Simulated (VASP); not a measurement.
# Fe (P6_3/mmc) in VASP: notebook

Fe is run at these levels: PBE; tasks: single point.

All numbers are computed with VASP 6.6.1; they aren't measurements. Logs are shortened: lines on timing, memory, paths and dates and some standing lists are left out, and cuts for length are marked.

## Step 1: The cell of the first run

It takes space group P6_3/mmc (No. 194, hexagonal). Conventional cell: a = 2.462 Å, b = 2.462 Å, c = 3.888 Å, α = 90.00°, β = 90.00°, γ = 120.00°. Within 3.2 Å of Fe (site symmetry -6m2) lie 12 Fe at 2.41 to 2.46 Å.

This isn't the form of Fe at room conditions, which is bcc.

## Step 2: Single point, PBE, collinear spin, antiferromagnetic start

File INCAR:

```
  PREC = Accurate
  ENCUT = 600
  EDIFF = 1E-6
  ISMEAR = -1
  SIGMA = 0.05
  LREAL = False
  LASPH = True
  NELM = 200
  ALGO = Normal
  ISIF = 2
  LWAVE = False
  LCHARG = False
  ISPIN = 2
  MAGMOM = 2.5 -2.5
  LORBIT = 11
  LMAXMIX = 4
  GGA = PE
  NBANDS = 19
  GGA_COMPAT = False
```

File KPOINTS:

```
regular mesh
0
Gamma
  24 24 13
```

File POSCAR:

```
Fe
1.0
    2.4615160209      0.0000000000      0.0000000000
   -1.2307580105      2.1317354059      0.0000000000
    0.0000000000      0.0000000000      3.8881220668
Fe
2
Direct
    0.3333333333      0.6666666667      0.2500000000
    0.6666666667      0.3333333333      0.7500000000
```

Potentials or basis: VASP PAW PBE potentials, release 64 (Fe).

Launch:

```sh
$ cat potpaw_PBE.64/Fe/POTCAR > POTCAR
$ mpirun -np 1 vasp_std > vasp.out
```

OUTCAR:

```text
PREC = Accurate
   ENCUT = 600
   EDIFF = 1E-6
   ISMEAR = -1
   LREAL = False
   LASPH = True
   NELM = 200
   ISIF = 2
   ISPIN = 2
   LORBIT = 11
   GGA = PE

 ion  position               nearest neighbor table
   1  0.333  0.667  0.250-   2 2.41   2 2.41   2 2.41   2 2.41   2 2.41   2 2.41
   2  0.667  0.333  0.750-   1 2.41   1 2.41   1 2.41   1 2.41   1 2.41   1 2.41

  LATTYP: Found a hexagonal cell.
 ALAT       =     2.4615160209
 C/A-ratio  =     1.5795639897

  Lattice vectors:

 A1 = (   2.4615160209,   0.0000000000,   0.0000000000)
 A2 = (  -1.2307580105,   2.1317354059,   0.0000000000)
 A3 = (   0.0000000000,   0.0000000000,   3.8881220668)

Analysis of symmetry for initial positions (statically):
=====================================================================
 Subroutine PRICEL returns:
 Original cell was already a primitive cell.

 Routine SETGRP: Setting up the symmetry group for a
 hexagonal supercell.

 Subroutine GETGRP returns: Found 24 space group operations
 (whereof 12 operations were pure point group operations)
 out of a pool of 24 trial point group operations.

The static configuration has the point symmetry D_3d.
 The point group associated with its full space group is D_6h.

Analysis of symmetry for dynamics (positions and initial velocities):
=====================================================================
 Subroutine PRICEL returns:
 Original cell was already a primitive cell.

 Routine SETGRP: Setting up the symmetry group for a
 hexagonal supercell.

 Subroutine GETGRP returns: Found 24 space group operations
 (whereof 12 operations were pure point group operations)
 out of a pool of 24 trial point group operations.

The dynamic configuration has the point symmetry D_3d.
 The point group associated with its full space group is D_6h.

Analysis of structural, dynamic, and magnetic symmetry:
=====================================================================
 Subroutine PRICEL returns:
 Original cell was already a primitive cell.

 Routine SETGRP: Setting up the symmetry group for a
 hexagonal supercell.

 Subroutine GETGRP returns: Found 24 space group operations
 (whereof 12 operations were pure point group operations)
 out of a pool of 24 trial point group operations.

The overall configuration has the point symmetry D_3d.
 The point group associated with its full space group is D_6h.

 Subroutine INISYM returns: Found 24 space group operations
 (whereof 12 operations are pure point group operations),
 and found     1 'primitive' translations

----------------------------------------------------------------------------------------

                                     Primitive cell

  volume of cell :      20.4021

  direct lattice vectors                    reciprocal lattice vectors
     2.461516021  0.000000000  0.000000000     0.406253704  0.234550685  0.000000000
    -1.230758010  2.131735406  0.000000000     0.000000000  0.469101370  0.000000000
     0.000000000  0.000000000  3.888122067     0.000000000  0.000000000  0.257193571

  length of vectors
     2.461516021  2.461516021  3.888122067     0.469101370  0.469101370  0.257193571

  position of ions in fractional coordinates (direct lattice)
     0.333333333  0.666666667  0.250000000
     0.666666667  0.333333333  0.750000000

  ion indices of the primitive-cell ions
   primitive index   ion index
                 1           1
                 2           2

----------------------------------------------------------------------------------------

 KPOINTS: regular mesh

Automatic generation of k-mesh.
 Grid dimensions read from file:
 generate k-points for:   24   24   13

 Generating k-lattice:

  Cartesian coordinates                     Fractional coordinates (reciprocal lattice)
     0.016927238  0.009772945  0.000000000     0.041666667 -0.000000000  0.000000000
     0.000000000  0.019545890  0.000000000     0.000000000  0.041666667  0.000000000
     0.000000000  0.000000000  0.019784121     0.000000000  0.000000000  0.076923077

  Length of vectors
     0.019545890  0.019545890  0.019784121

  Shift w.r.t. Gamma in fractional coordinates (k-lattice)
     0.000000000  0.000000000  0.000000000

 Subroutine IBZKPT returns following result:
 ===========================================

 Found    427 irreducible k-points:

 Following reciprocal coordinates:
            Coordinates               Weight
  0.000000  0.000000  0.000000      1.000000
  0.041667 -0.000000  0.000000      6.000000
  0.083333 -0.000000  0.000000      6.000000
  0.125000  0.000000  0.000000      6.000000
  0.166667 -0.000000  0.000000      6.000000
  0.208333 -0.000000  0.000000      6.000000
[... 16 lines left out ...]
  0.416667  0.041667  0.000000     12.000000
  0.458333  0.041667  0.000000     12.000000
 [... further k-points ...]
   k-points           NKPTS =    427   k-points in BZ     NKDIM =    427   number of bands    NBANDS=     19
   number of dos      NEDOS =    301   number of ions     NIONS =      2
   total plane-waves  NPLWV =  12800
   dimension x,y,z NGX =    20 NGY =   20 NGZ =   32
   dimension x,y,z NGXF=    40 NGYF=   40 NGZF=   64
   ions per type =               2
   NGX,Y,Z   is equivalent  to a cutoff of  13.51, 13.51, 13.68 a.u.
   NGXF,Y,Z  is equivalent  to a cutoff of  27.02, 27.02, 27.36 a.u.
 SYSTEM =  unknown system
   PREC   = accura    normal or accurate (medium, high low for compatibility)
   ISTART =      0    job   : 0-new  1-cont  2-samecut
   ICHARG =      2    charge: 1-file 2-atom 10-const
   ISPIN  =      2    spin polarized calculation?
   LNONCOLLINEAR =      F non collinear calculations
   LSORBIT =      F    spin-orbit coupling
   LASPH  =      T    aspherical Exc in radial PAW
   ENCUT  =  600.0 eV  44.10 Ry    6.64 a.u.   4.92  4.92  7.77*2*pi/ulx,y,z
   NELM   =    200;   NELMIN=  2; NELMDL= -5     # of ELM steps
   EDIFF  = 0.1E-05   stopping-criterion for ELM
   LREAL  =      F    real-space projection
   EDIFFG = 0.1E-04   stopping-criterion for IOM
   NSW    =      0    number of steps for IOM
   IBRION =     -1    ionic relax: 0-MD 1-quasi-New 2-CG
   NFREE  =      0    steps in history (QN), initial steepest desc. (CG)
   ISIF   =      2    stress and relaxation
   ISYM   =      2    0-nonsym 1-usesym 2-fastsym
   POTIM  = 0.5000    time-step for ionic-motion
   TEBEG  =    0.0;   TEEND  =   0.0 temperature during run
   PSTRESS=    0.0 pullay stress
   NELECT =      16.0000    total number of electrons
   NUPDOWN=      -1.0000    fix difference up-down
   EMIN   =  10.00;   EMAX   =-10.00  energy-range for DOS
   EFERMI =   0.00;   METHOD = LEGACY
   ISMEAR =    -1;   SIGMA  =   0.05  broadening in eV -4-tet -1-fermi 0-gaus
   EFERMI_NEDOS =   21; number of points for ismear=-14 and -15
   IALGO  =     38    algorithm
   IMIX   =      4    mixing-type and parameters
     AMIX     =   0.40;   BMIX     =  1.00
     AMIX_MAG =   1.60;   BMIX_MAG =  1.00
  volume/ion in A,a.u.               =      10.20        68.84
  Fermi-wavevector in a.u.,A,eV,Ry     =   1.509696  2.852912 31.010159  2.279182
  Thomas-Fermi vector in A             =   2.619984
   LORBIT       =     11    0 simple, 1 ext, 2 COOP (PROOUT), +10 PAW based schemes
   GGA     = PE    functional components
   LHFCALC =     F    Hartree Fock is set to
   AEXX    =    0.0000 exact exchange contribution
   IVDW    =     0    specifies the selected vdW correction
   LEPSILON=     F    determine dielectric tensor
   LRPA    =     F    only Hartree local field effects (RPA)
 spin polarized calculation
  energy-cutoff  :      600.00
  volume of cell :       20.40
 maximum number of plane-waves:       699
 NGX is ok and might be reduce to    20
   NGX =  9   NGY =  9   NGZ = 15

 number of electron      15.9999995 magnetization       0.0000000

 number of electron      15.9999995 magnetization      -0.0000000

 Free energy of the ion-electron system (eV)
  ---------------------------------------------------
  ext. energy  EPLUGINS =         0.00000000
  ---------------------------------------------------
  free energy    TOTEN  =       -16.31697705 eV

  energy without entropy =      -16.29525321  energy(sigma->0) =      -16.30611513

 E-fermi :   6.8889     XC(G=0): -13.7859

 val. band max:        6.8879113197   @ k =   0.0833  -0.0000   0.3846
 cond. band min:       6.8895576610   @ k =   0.2917   0.0000   0.1538
 fundamental gap:      0.0016463413
 Fermi energy:         6.8888974419

 spin component 1

 k-point     1 :       0.0000    0.0000    0.0000
  band No.  band energies     occupation
      1      -2.0145      1.00000
      2       1.9705      1.00000
      3       5.2433      1.00000
      4       5.2433      1.00000
      5       5.3783      1.00000
      6       5.7086      1.00000
[... 11 lines left out ...]
     18      33.3889      0.00000
     19      33.9615      0.00000
[... 485 lines left out ...]
 k-point    24 :       0.4583    0.0417    0.0000
  band No.  band energies     occupation
      1       2.3844      1.00000
      2       2.5011      1.00000
      3       2.7678      1.00000
      4       4.7785      1.00000
      5       4.9316      1.00000
      6       5.3710      1.00000
[... 11 lines left out ...]
     18      29.6358      0.00000
     19      31.4329      0.00000

 [... further k-points ...]

 spin component 2

 k-point     1 :       0.0000    0.0000    0.0000
  band No.  band energies     occupation
      1      -2.0145      1.00000
      2       1.9705      1.00000
      3       5.2433      1.00000
      4       5.2433      1.00000
      5       5.3783      1.00000
      6       5.7086      1.00000
[... 11 lines left out ...]
     18      33.3889      0.00000
     19      33.9615      0.00000
[... 485 lines left out ...]
 k-point    24 :       0.4583    0.0417    0.0000
  band No.  band energies     occupation
      1       2.3844      1.00000
      2       2.5011      1.00000
      3       2.7678      1.00000
      4       4.7785      1.00000
      5       4.9316      1.00000
      6       5.3710      1.00000
[... 11 lines left out ...]
     18      29.6358      0.00000
     19      31.4329      0.00000

 [... further k-points ...]

------------------------ aborting loop because EDIFF is reached ----------------------------------------

  FORCE on cell =-STRESS in cart. coord.  units (eV):
  Direction    XX          YY          ZZ          XY          YZ          ZX
  --------------------------------------------------------------------------------------
  -------------------------------------------------------------------------------------
  Total       -0.1041934     -0.1041934     -0.0728360      0.0000000     -0.0000000      0.0000000
  in kB       -8.1822894     -8.1822894     -5.7198030      0.0000000     -0.0000000      0.0000000
  external PRESSURE =      -7.3614606 kB  Pullay stress =       0.0000000 kB

 VOLUME and BASIS-vectors are now :
 -----------------------------------------------------------------------------
  energy-cutoff  :      600.00
  volume of cell :       20.40
      direct lattice vectors                 reciprocal lattice vectors
     2.461516021  0.000000000  0.000000000     0.406253704  0.234550685  0.000000000
    -1.230758010  2.131735406  0.000000000     0.000000000  0.469101370  0.000000000
     0.000000000  0.000000000  3.888122067     0.000000000  0.000000000  0.257193571

 POSITION                                       TOTAL-FORCE (eV/Angst)
 -----------------------------------------------------------------------------------
     -0.00000      1.42116      0.97203         0.000000      0.000000      0.000000
      1.23076      0.71058      2.91609        -0.000000     -0.000000      0.000000
 -----------------------------------------------------------------------------------
    total drift:                               -0.000000      0.000000     -0.000000

  FREE ENERGIE OF THE ION-ELECTRON SYSTEM (eV)
  ---------------------------------------------------
  free  energy   TOTEN  =       -16.3169770541 eV

  energy  without entropy=      -16.2952532062  energy(sigma->0) =      -16.30611513

 total charge

# of ion       s       p       d       tot
------------------------------------------
    1        0.535   0.636   6.337   7.509
    2        0.535   0.636   6.337   7.509
--------------------------------------------------
tot          1.070   1.273  12.674  15.017

 magnetization (x)

# of ion       s       p       d       tot
------------------------------------------
    1        0.000   0.000   0.001   0.001
    2       -0.000  -0.000  -0.001  -0.001
--------------------------------------------------
tot          0.000   0.000   0.000   0.000
```

It took 3.2 min on 1 thread of Intel Xeon 6975P-C (Granite Rapids), shared host; peak memory 0.37 GiB.

What came out:

```
Free energy                                           : -16.3170 eV
Pressure                                              : -0.7 GPa
Band gap on the k mesh                                : zero (filled and empty bands overlap)
Net moment                                            : 0.00 μB per cell
Valence electrons inside the program's atomic spheres : Fe 7.51
```

Stress tensor (GPa, compression positive):
```
-0.82  0.00  0.00
 0.00 -0.82  0.00
 0.00  0.00 -0.57
```

Levels at points of the mesh, in eV from the Fermi level:
Spin up:
```csv
k point,band 5,band 6,band 7,band 8,band 9,band 10,band 11,band 12
"(0.00, 0.00, 0.00)",-1.51,-1.18,-1.18,-0.84,-0.84,0.56,0.71,0.71
"(0.50, 0.00, 0.00)",-1.95,-1.51,-1.06,0.81,1.04,1.07,2.68,4.82
```
Spin down:
| k point | band 5 | band 6 | band 7 | band 8 | band 9 | band 10 | band 11 | band 12 |
| --- | --- | --- | --- | --- | --- | --- | --- | --- |
| (0.00, 0.00, 0.00) | -1.51 | -1.18 | -1.18 | -0.84 | -0.84 | 0.56 | 0.71 | 0.71 |
| (0.50, 0.00, 0.00) | -1.95 | -1.51 | -1.06 | 0.81 | 1.04 | 1.07 | 2.68 | 4.82 |

Caveat: the moments typed at the start vanished in this run.

## Step 3: Single point, PBE, collinear spin, antiferromagnetic start

File INCAR:

```
SYSTEM = Fe
PREC = Accurate
ENCUT = 600
EDIFF = 1E-6
ISMEAR = -1
SIGMA = 0.05
LREAL = .False.
LASPH = .True.
NELM = 200
ALGO = Normal
ISIF = 2
LWAVE = .False.
LCHARG = .False.
ISPIN = 2
MAGMOM = 2.5 -2.5
LORBIT = 11
LMAXMIX = 4
GGA = PE
NBANDS = 19
GGA_COMPAT = .False.
```

File KPOINTS:

```
regular mesh
0
Gamma
  14 14 8
  0 0 0
```

POSCAR is that of step 2.

Potentials or basis: VASP PAW PBE potentials, release 64 (Fe).

Launch:

```sh
$ cat potpaw_PBE.64/Fe/POTCAR > POTCAR
$ mpirun -np 1 vasp_std > vasp.out
```

OUTCAR:

```text
SYSTEM = Fe
   PREC = Accurate
   ENCUT = 600
   EDIFF = 1E-6
   ISMEAR = -1
   LREAL = .False.
   LASPH = .True.
   NELM = 200
   ISIF = 2
   ISPIN = 2
   LORBIT = 11
   GGA = PE

 ion  position               nearest neighbor table
   1  0.333  0.667  0.250-   2 2.41   2 2.41   2 2.41   2 2.41   2 2.41   2 2.41
   2  0.667  0.333  0.750-   1 2.41   1 2.41   1 2.41   1 2.41   1 2.41   1 2.41

  LATTYP: Found a hexagonal cell.
 ALAT       =     2.4615160209
 C/A-ratio  =     1.5795639897

  Lattice vectors:

 A1 = (   2.4615160209,   0.0000000000,   0.0000000000)
 A2 = (  -1.2307580105,   2.1317354059,   0.0000000000)
[... 1275 lines left out ...]

 VOLUME and BASIS-vectors are now :
 -----------------------------------------------------------------------------
  energy-cutoff  :      600.00
  volume of cell :       20.40
      direct lattice vectors                 reciprocal lattice vectors
     2.461516021  0.000000000  0.000000000     0.406253704  0.234550685  0.000000000
    -1.230758010  2.131735406  0.000000000     0.000000000  0.469101370  0.000000000
     0.000000000  0.000000000  3.888122067     0.000000000  0.000000000  0.257193571

 POSITION                                       TOTAL-FORCE (eV/Angst)
 -----------------------------------------------------------------------------------
     -0.00000      1.42116      0.97203        -0.000000     -0.000000      0.000000
      1.23076      0.71058      2.91609         0.000000      0.000000      0.000000
 -----------------------------------------------------------------------------------
    total drift:                               -0.000000      0.000000     -0.000000

  FREE ENERGIE OF THE ION-ELECTRON SYSTEM (eV)
  ---------------------------------------------------
  free  energy   TOTEN  =       -16.3160865336 eV

  energy  without entropy=      -16.2928380741  energy(sigma->0) =      -16.30446230

 total charge

# of ion       s       p       d       tot
------------------------------------------
    1        0.535   0.636   6.337   7.509
    2        0.535   0.636   6.337   7.509
--------------------------------------------------
tot          1.070   1.272  12.675  15.017

 magnetization (x)

# of ion       s       p       d       tot
------------------------------------------
    1        0.000   0.000   0.000   0.000
    2       -0.000  -0.000  -0.000  -0.000
--------------------------------------------------
tot          0.000   0.000   0.000   0.000
```

OSZICAR:

```text
N       E                     dE             d eps       ncg     rms          rms(c)
DAV:   1     0.829912989522E+02    0.82991E+02   -0.76052E+03  9536   0.126E+03
DAV:   2    -0.150440827881E+02   -0.98035E+02   -0.85847E+02  9195   0.219E+02
DAV:   3    -0.189451378106E+02   -0.39011E+01   -0.36956E+01 10104   0.555E+01
DAV:   4    -0.189754236884E+02   -0.30286E-01   -0.30268E-01 10227   0.455E+00
[... 11 lines left out ...]
DAV:  16    -0.163160722839E+02   -0.18830E-04   -0.33775E-04 10822   0.194E-01    0.285E-02
DAV:  17    -0.163160850063E+02   -0.12722E-04   -0.93352E-04 13299   0.540E-01    0.824E-03
DAV:  18    -0.163160871924E+02   -0.21862E-05   -0.13979E-05 12524   0.408E-02    0.322E-03
DAV:  19    -0.163160865673E+02    0.62520E-06   -0.12069E-05  7125   0.606E-02    0.192E-03
DAV:  20    -0.163160865336E+02    0.33626E-07   -0.11180E-06  4931   0.194E-02
   1 F= -.16316087E+02 E0= -.16304462E+02  d E =-.232485E-01  mag=    -0.0000
```

stdout:

```text
POSCAR found type information on POSCAR Fe
 POSCAR found :  1 types and       2 ions
 scaLAPACK will be used
 LDA part: xc-table for (Slater+PW92), standard interpolation
 POSCAR, INCAR and KPOINTS ok, starting setup
 FFT: planning ... GRIDC
 FFT: planning ... GRID_SOFT
 FFT: planning ... GRID
 WAVECAR not read
 entering main loop
```

It took 80 s on 1 thread of AMD EPYC 9R45 (Zen 5), shared host; peak memory 0.17 GiB.

Results:

* Free energy: -16.3161 eV
* Pressure: -0.7 GPa
* Band gap on the k mesh: zero (filled and empty bands overlap)
* Net moment: 0.00 μB per cell
* Valence electrons inside the program's atomic spheres: Fe 7.51

Levels at points of the mesh, in eV from the Fermi level:
Spin up:
```csv
k point,band 4,band 5,band 6,band 7,band 8,band 9,band 10,band 11,band 12,band 13
"(0.00, 0.00, 0.00)",-1.64,-1.51,-1.18,-1.18,-0.84,-0.84,0.56,0.71,0.71,8.78
"(0.50, 0.00, 0.00)",-2.04,-1.95,-1.51,-1.05,0.81,1.04,1.08,2.68,4.82,11.27
"(0.00, 0.00, 0.50)",-2.06,-1.76,-1.76,-1.76,-1.76,0.32,0.32,0.32,0.32,17.18
"(0.50, 0.00, 0.50)",-3.13,-0.64,-0.64,0.11,0.11,0.95,0.95,2.49,2.49,9.21
```
Spin down:
| k point | band 4 | band 5 | band 6 | band 7 | band 8 | band 9 | band 10 | band 11 | band 12 | band 13 |
| --- | --- | --- | --- | --- | --- | --- | --- | --- | --- | --- |
| (0.00, 0.00, 0.00) | -1.64 | -1.51 | -1.18 | -1.18 | -0.84 | -0.84 | 0.56 | 0.71 | 0.71 | 8.78 |
| (0.50, 0.00, 0.00) | -2.04 | -1.95 | -1.51 | -1.05 | 0.81 | 1.04 | 1.08 | 2.68 | 4.82 | 11.27 |
| (0.00, 0.00, 0.50) | -2.06 | -1.76 | -1.76 | -1.76 | -1.76 | 0.32 | 0.32 | 0.32 | 0.32 | 17.18 |
| (0.50, 0.00, 0.50) | -3.13 | -0.64 | -0.64 | 0.11 | 0.11 | 0.95 | 0.95 | 2.49 | 2.49 | 9.21 |

Caveat: the moments typed at the start vanished in this run.

[end of part 1 of 3]

The gap in the log of VASP goes by the Fermi energy; the results here count the filled bands.